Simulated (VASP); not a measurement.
LaP (lda), 2 atoms in the cell. It takes space group Pm-3m (No. 221, cubic). Conventional cell: a = 3.430 Å, b = 3.430 Å, c = 3.430 Å, α = 90.00°, β = 90.00°, γ = 90.00°. Within 3.9 Å of La (site symmetry m-3m) lie 8 P at 2.97 Å and 6 La at 3.43 Å. P (site symmetry m-3m) has 8 La at 2.97 Å and 6 P at 3.43 Å within 3.9 Å. 

- Program: VASP 6.6.1
- Task: single point
- Functional: LDA
- Potentials or basis: VASP PAW LDA potentials, release 64 (La, P)
- Cutoff: 500 eV
- k mesh: 12 × 12 × 12
- Occupations: gaussian, width 0.1 eV
- Spin: no spin polarisation
- Dipole correction: no
- Further INCAR settings: ALGO = Normal; EDIFF = 1e-06; NBANDS = 15

Potentials or basis: VASP PAW LDA potentials, release 64 (La, P).

Command:

```bash
$ cat potpaw_LDA.64/La/POTCAR potpaw_LDA.64/P/POTCAR > POTCAR
$ mpirun -np 1 vasp_std > vasp.out
```

Hardware: 1 thread of Intel Xeon 8259CL, with other jobs on the host.

Task: How long does it take, and how much memory?

Result: Run time: 74 s on 1 thread of Intel Xeon 8259CL (shared host), peak memory 0.19 GiB. Counts: scf iterations 11, k points 84.
